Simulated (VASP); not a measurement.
Write the native input for VASP 6.6.1 that does the following.

- Task: relaxation of cell and atoms
- Functional: LDA
- Potentials or basis: VASP PAW LDA potentials, release 64 (Zn, O)
- Cutoff: 600 eV
- k mesh: 12 × 12 × 6
- Occupations: gaussian, width 0.02 eV
- Spin: no spin polarisation
- Dipole correction: no
- Further INCAR settings: ALGO = Normal; EDIFF = 1e-07; IBRION = 2; EDIFFG = -0.005; NSW = 100; ISIF = 3

The structure of ZnO lies in POSCAR:

```
ZnO
1.0
    3.2493987239      0.0000000000      0.0000000000
   -1.6246993619      2.8140618419      0.0000000000
    0.0000000000      0.0000000000      5.2038000000
Zn O
2 2
Direct
    0.3333333333      0.6666666667      0.0000000000
    0.6666666667      0.3333333333      0.5000000000
    0.3333333333      0.6666666667      0.3821000000
    0.6666666667      0.3333333333      0.8821000000
```

One way to write it, as run:

INCAR

```
SYSTEM = ZnO
PREC = Accurate
ENCUT = 600
EDIFF = 1E-7
ISMEAR = 0
SIGMA = 0.02
LREAL = .False.
LASPH = .True.
NELM = 100
ALGO = Normal
ISIF = 3
LWAVE = .False.
LCHARG = .False.
GGA = CA
IBRION = 2
NSW = 100
EDIFFG = -0.005
```

KPOINTS

```
regular mesh
0
Gamma
  12 12 6
  0 0 0
```

Potentials or basis: VASP PAW LDA potentials, release 64 (Zn, O).

Command:

```sh
$ cat potpaw_LDA.64/Zn/POTCAR potpaw_LDA.64/O/POTCAR > POTCAR
$ mpirun -np 1 vasp_std > vasp.out
```

It gave:

```yaml
Relaxed_volume: 11.40 Å³/atom
Relaxed_cell: a = 3.194 Å, b = 3.194 Å, c = 5.163 Å, α = 90.00°, β = 90.00°, γ = 120.00°
Space_group_after_relaxing_to_0.1_Å: P6_3mc (No. 186)
Energy_gained_by_relaxing: 10.2 meV/atom
Ionic_steps: 11
Pressure_after_relaxing: 0.0 GPa
Band_gap_on_the_k_mesh: 0.80 eV
```

Run time: 3.9 min on 1 thread of Intel(R) Xeon(R) 6975P-C (Granite Rapids) (shared host), peak memory 0.22 GiB.
